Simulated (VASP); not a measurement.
A run of VASP 6.6.1 is set up as follows.

POSCAR

```
CsPbBr3
1.0
    5.9429615618      0.0000000000      0.0000000000
    0.0000000000      5.9429615618      0.0000000000
    0.0000000000      0.0000000000      5.9429615618
Cs Pb Br
1 1 3
Direct
    0.0000000000      0.0000000000      0.0000000000
    0.5000000000      0.5000000000      0.5000000000
    0.5000000000      0.5000000000      0.0000000000
    0.5000000000      0.0000000000      0.5000000000
    0.0000000000      0.5000000000      0.5000000000
```

Contents of INCAR.step1:

```
PREC = Accurate
ENCUT = 520
ISMEAR = 0
SIGMA = 0.01
LREAL = F
LASPH = T
NELM = 80
NBANDS = 30
GGA = PE
ALGO = Normal
EDIFF = 1E-4
LWAVE = T
LCHARG = F
```

The input INCAR.step2:

```
PREC = Accurate
ENCUT = 520
EDIFF = 1E-6
ISMEAR = 0
SIGMA = 0.01
LREAL = F
LASPH = T
NELM = 80
ALGO = Normal
ISIF = 2
LWAVE = F
LCHARG = F
METAGGA = R2SCAN
LMIXTAU = T
NBANDS = 30
ISTART = 1
```

Contents of KPOINTS:

```
Automatic mesh
0
Gamma
  4 4 4
```

Potentials or basis: VASP PAW PBE potentials, release 64 (Cs_sv, Pb_d, Br).

Run with:

```console
$ cat potpaw_PBE.64/Cs_sv/POTCAR potpaw_PBE.64/Pb_d/POTCAR potpaw_PBE.64/Br/POTCAR > POTCAR
$ cp INCAR.step1 INCAR
$ mpirun -np 1 vasp_std > vasp.out
$ cp INCAR.step2 INCAR
$ mpirun -np 1 vasp_std > vasp.out
```

Question: What does it give for the band gap on the k mesh?

Answer: 2.06 eV, direct.

Question: Estimate the pressure.

Answer: 0.0 GPa.

Caveat: the PAW data sets were made with another functional, which shifts forces and pressure a little; spin-orbit coupling is left out, which moves the levels of the heavy elements. A k mesh can miss the band edges.
